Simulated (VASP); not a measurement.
# Sb (Fm-3m) in VASP: a series of runs

The runs below take Sb through single point, with LDA, PBE.

Everything below comes from runs of VASP 6.6.1. Logs are shortened: lines on timing, memory, paths and dates and some standing lists are left out, and cuts for length are marked.

### 1 The cell of the first run

It takes space group Fm-3m (No. 225, cubic). The conventional cell has a = 4.835 Å, b = 4.835 Å, c = 4.835 Å, α = 90.00°, β = 90.00°, γ = 90.00°. Sb (site symmetry m-3m) has 12 Sb at 3.42 Å within 4.5 Å.

### 2 Single point, LDA (volume scaled by 1.06)

INCAR

```
SYSTEM = Sb
ALGO = Normal
EDIFF = 1E-6
ENCUT = 520
ISIF = 2
ISMEAR = -1
LASPH = .True.
LCHARG = .False.
LREAL = .False.
LWAVE = .False.
NBANDS = 8
NELM = 100
PREC = Accurate
SIGMA = 0.05
```

KPOINTS

```
k-points
0
Gamma
  10 10 10
  0 0 0
```

POSCAR

```
Sb
1.0
    0.0000000000      2.4177492801      2.4177492801
    2.4177492801      0.0000000000      2.4177492801
    2.4177492801      2.4177492801      0.0000000000
Sb
1
Direct
    0.0000000000      0.0000000000      0.0000000000
```

Potentials or basis: VASP PAW LDA potentials, release 64 (Sb).

The run is started by

```bash
> cat potpaw_LDA.64/Sb/POTCAR > POTCAR
> mpirun -np 1 vasp_std > vasp.out
```

OUTCAR:

```text
SYSTEM = Sb
   EDIFF = 1E-6
   ENCUT = 520
   ISIF = 2
   ISMEAR = -1
   LASPH = .True.
   LREAL = .False.
   NELM = 100
   PREC = Accurate

 ion  position               nearest neighbor table
   1  0.000  0.000  0.000-

  LATTYP: Found a face centered cubic cell.
 ALAT       =     4.8354985602

  Lattice vectors:

 A1 = (   0.0000000000,   2.4177492801,   2.4177492801)
 A2 = (   2.4177492801,   0.0000000000,   2.4177492801)
 A3 = (   2.4177492801,   2.4177492801,   0.0000000000)

Analysis of symmetry for initial positions (statically):
=====================================================================
 Subroutine PRICEL returns:
 Original cell was already a primitive cell.

 Routine SETGRP: Setting up the symmetry group for a
 face centered cubic supercell.

 Subroutine GETGRP returns: Found 48 space group operations
[... 9 lines left out ...]

 Routine SETGRP: Setting up the symmetry group for a
 face centered cubic supercell.

 Subroutine GETGRP returns: Found 48 space group operations
[... 11 lines left out ...]
                                     Primitive cell

  volume of cell :      28.2660

  direct lattice vectors                    reciprocal lattice vectors
     0.000000000  2.417749280  2.417749280    -0.206803908  0.206803908  0.206803908
     2.417749280  0.000000000  2.417749280     0.206803908 -0.206803908  0.206803908
     2.417749280  2.417749280  0.000000000     0.206803908  0.206803908 -0.206803908

  length of vectors
     3.419213822  3.419213822  3.419213822     0.358194876  0.358194876  0.358194876

  position of ions in fractional coordinates (direct lattice)
     0.000000000  0.000000000  0.000000000

  ion indices of the primitive-cell ions
   primitive index   ion index
                 1           1

----------------------------------------------------------------------------------------

 KPOINTS: k-points

Automatic generation of k-mesh.
 Grid dimensions read from file:
 generate k-points for:   10   10   10

 Generating k-lattice:

  Cartesian coordinates                     Fractional coordinates (reciprocal lattice)
    -0.020680391  0.020680391  0.020680391     0.100000000  0.000000000  0.000000000
     0.020680391 -0.020680391  0.020680391     0.000000000  0.100000000  0.000000000
     0.020680391  0.020680391 -0.020680391     0.000000000  0.000000000  0.100000000

  Length of vectors
     0.035819488  0.035819488  0.035819488

  Shift w.r.t. Gamma in fractional coordinates (k-lattice)
[... 45 lines left out ...]
   ICHARG =      2    charge: 1-file 2-atom 10-const
   ISPIN  =      1    spin polarized calculation?
   LNONCOLLINEAR =      F non collinear calculations
   LSORBIT =      F    spin-orbit coupling
   LASPH  =      T    aspherical Exc in radial PAW
   ENCUT  =  520.0 eV  38.22 Ry    6.18 a.u.   6.36  6.36  6.36*2*pi/ulx,y,z
   NELM   =    100;   NELMIN=  2; NELMDL= -5     # of ELM steps
   EDIFF  = 0.1E-05   stopping-criterion for ELM
   LREAL  =      F    real-space projection
   EDIFFG = 0.1E-04   stopping-criterion for IOM
   NSW    =      0    number of steps for IOM
   IBRION =     -1    ionic relax: 0-MD 1-quasi-New 2-CG
   NFREE  =      0    steps in history (QN), initial steepest desc. (CG)
   ISIF   =      2    stress and relaxation
   ISYM   =      2    0-nonsym 1-usesym 2-fastsym
   POTIM  = 0.5000    time-step for ionic-motion
   TEBEG  =    0.0;   TEEND  =   0.0 temperature during run
   PSTRESS=    0.0 pullay stress
   NELECT =       5.0000    total number of electrons
   NUPDOWN=      -1.0000    fix difference up-down
   EMIN   =  10.00;   EMAX   =-10.00  energy-range for DOS
   EFERMI =   0.00;   METHOD = LEGACY
   ISMEAR =    -1;   SIGMA  =   0.05  broadening in eV -4-tet -1-fermi 0-gaus
   EFERMI_NEDOS =   21; number of points for ismear=-14 and -15
   IALGO  =     38    algorithm
   IMIX   =      4    mixing-type and parameters
     AMIX     =   0.40;   BMIX     =  1.00
     AMIX_MAG =   1.60;   BMIX_MAG =  1.00
  volume/ion in A,a.u.               =      28.27       190.75
  Fermi-wavevector in a.u.,A,eV,Ry     =   0.918989  1.736637 11.490671  0.844540
  Thomas-Fermi vector in A             =   2.044132
   LORBIT       =      0    0 simple, 1 ext, 2 COOP (PROOUT), +10 PAW based schemes
   GGA     = CA    functional components
   LHFCALC =     F    Hartree Fock is set to
   AEXX    =    0.0000 exact exchange contribution
   IVDW    =     0    specifies the selected vdW correction
   LEPSILON=     F    determine dielectric tensor
   LRPA    =     F    only Hartree local field effects (RPA)
 non-spin polarized calculation
  energy-cutoff  :      520.00
  volume of cell :       28.27
 maximum number of plane-waves:       778
 NGX is ok and might be reduce to    28
   NGX = 13   NGY = 13   NGZ = 13

 number of electron       5.0000000 magnetization

 Free energy of the ion-electron system (eV)
  ---------------------------------------------------
  ext. energy  EPLUGINS =         0.00000000
  ---------------------------------------------------
  free energy    TOTEN  =        -4.48856450 eV

  energy without entropy =       -4.48269360  energy(sigma->0) =       -4.48562905

 E-fermi :   7.7705     XC(G=0): -10.1673

 val. band max:        7.7382697323   @ k =  -0.4000   0.4000   0.1000
 cond. band min:       7.8294669175   @ k =  -0.2000   0.2000   0.0000
 fundamental gap:      0.0911971853
 Fermi energy:         7.7705282403

 k-point     1 :       0.0000    0.0000    0.0000
  band No.  band energies     occupation
      1      -4.7954      2.00000
      2      12.6587      0.00000
      3      12.6587      0.00000
      4      12.6587      0.00000
      5      17.4017      0.00000
      6      17.4017      0.00000
      7      17.4017      0.00000
      8      18.1091      0.00000
[... 243 lines left out ...]
 k-point    24 :       0.4000    0.3000    0.0000
  band No.  band energies     occupation
      1      -1.7314      2.00000
      2       5.6459      2.00000
      3       8.0290      0.01132
      4       8.8352      0.00000
      5      12.9486      0.00000
      6      14.0699      0.00000
      7      21.7574      0.00000
      8      22.3691      0.00000

 [... further k-points ...]
[... 5 lines left out ...]
  --------------------------------------------------------------------------------------
  -------------------------------------------------------------------------------------
  Total       -0.9445466     -0.9445466     -0.9445466      0.0000000      0.0000000      0.0000000
  in kB      -53.5389897    -53.5389897    -53.5389897      0.0000000      0.0000000      0.0000000
  external PRESSURE =     -53.5389897 kB  Pullay stress =       0.0000000 kB

 VOLUME and BASIS-vectors are now :
 -----------------------------------------------------------------------------
  energy-cutoff  :      520.00
  volume of cell :       28.27
      direct lattice vectors                 reciprocal lattice vectors
     0.000000000  2.417749280  2.417749280    -0.206803908  0.206803908  0.206803908
     2.417749280  0.000000000  2.417749280     0.206803908 -0.206803908  0.206803908
     2.417749280  2.417749280  0.000000000     0.206803908  0.206803908 -0.206803908

 POSITION                                       TOTAL-FORCE (eV/Angst)
 -----------------------------------------------------------------------------------
      0.00000      0.00000      0.00000         0.000000     -0.000000      0.000000
 -----------------------------------------------------------------------------------
    total drift:                                0.000000      0.000000      0.000000

  FREE ENERGIE OF THE ION-ELECTRON SYSTEM (eV)
  ---------------------------------------------------
  free  energy   TOTEN  =        -4.4885644990 eV

  energy  without entropy=       -4.4826935979  energy(sigma->0) =       -4.48562905
```

stdout:

```text
POSCAR found type information on POSCAR Sb
 POSCAR found :  1 types and       1 ions
 scaLAPACK will be used
 LDA part: xc-table for (Slater(with rela. corr.)+CA(PZ))
 , standard interpolation
 POSCAR, INCAR and KPOINTS ok, starting setup
 FFT: planning ... GRIDC
 FFT: planning ... GRID_SOFT
 FFT: planning ... GRID
 WAVECAR not read
 entering main loop
```

It took 11 s on 1 thread of Intel Xeon 8259CL, shared host; peak memory 0.14 GiB.

What came out:

* Free energy: -4.4886 eV
* Pressure: -5.4 GPa

Caveat: spin-orbit coupling is left out, which moves the levels of the heavy elements.

(Part 1 of 2 ends here.)
